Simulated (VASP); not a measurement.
C: single point with r2SCAN

Crystal: C.

```
C
1.0
     2.40470    0.00000    0.00000
    -1.20235    2.08253    0.00000
     0.00000    0.00000    7.93783
C
8
Cartesian
  0.0000 0.0000 0.7373
  0.0000 0.0000 4.7062
  0.0000 0.0000 3.2316
  0.0000 0.0000 7.2005
  0.0000 1.3884 1.2359
  1.2023 0.6942 5.2048
  0.0000 1.3884 2.7330
  1.2023 0.6942 6.7019
```

```yaml
Program: VASP 6.6.1
Task: single point
Functional: r2SCAN
Potentials_or_basis: VASP PAW PBE potentials, release 64 (C)
Cutoff: 520 eV
k_mesh: 12 × 12 × 4
Occupations: gaussian, width 0.02 eV
Spin: no spin polarisation
```

* Pressure: 74.4 GPa
* Largest force: 0.006 eV/Å
* Band gap on the k mesh: 5.09 eV (least direct gap 5.80 eV)

Forces in eV/Å, atoms in the order of the input:
```
C    0.000  0.000 -0.005
C    0.000  0.000 -0.005
C    0.000  0.000  0.005
C    0.000  0.000  0.005
C    0.000  0.000  0.006
C    0.000  0.000  0.006
C    0.000  0.000 -0.006
C    0.000  0.000 -0.006
```

Levels at points of the mesh, in eV from the valence-band top:
```
           k point  band 13  band 14  band 15  band 16  band 17  band 18  band 19  band 20
(0.00, 0.00, 0.00)    -2.09    -0.35     0.00     0.00     5.80     5.80     6.06     7.91
(0.50, 0.00, 0.00)    -5.95    -5.60    -4.47    -3.57     5.15     6.25     6.69     6.70
(0.00, 0.00, 0.50)    -0.80    -0.80    -0.80    -0.80     6.73     6.73     6.73     6.73
(0.50, 0.00, 0.50)    -5.67    -5.67    -4.42    -4.42     5.53     5.53     7.74     7.74
```

It took 110 s on 1 thread of Intel(R) Xeon(R) 6975P-C (Granite Rapids), with other jobs on the host, peak memory 0.17 GiB.

Caveat: the cell stands under pressure; the PAW data sets were made with another functional, which shifts forces and pressure a little. A k mesh can miss the band edges.
